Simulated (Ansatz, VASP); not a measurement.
Tl: VASP beside Ansatz

```
Tl
1.0
    -1.95600    1.95600    1.95600
     1.95600   -1.95600    1.95600
     1.95600    1.95600   -1.95600
Tl
1
Direct
  0.00000 0.00000 0.00000
```

Alike in both runs: task single point; functional PBE; k mesh 10 × 10 × 10; occupations fermi-dirac, width 0.05 eV; no spin polarisation.

```csv
,VASP,Ansatz
version,VASP 6.6.1,Ansatz 0.2.0
potentials or method,"VASP PAW PBE potentials, release 64 (Tl_d), cutoff 520 eV","all-electron LAPW, scalar-relativistic"
```

```csv
,VASP,Ansatz,Ansatz less VASP
gap on the k mesh at the Fermi level (eV),none,none,-
pressure (GPa),1.3,1.4,+0.07
```

A gap of «none» marks a metal or a gap that the smearing closes. Ansatz ran all-electron here, and VASP with PAW potentials.

Neither program's run includes spin-orbit coupling.
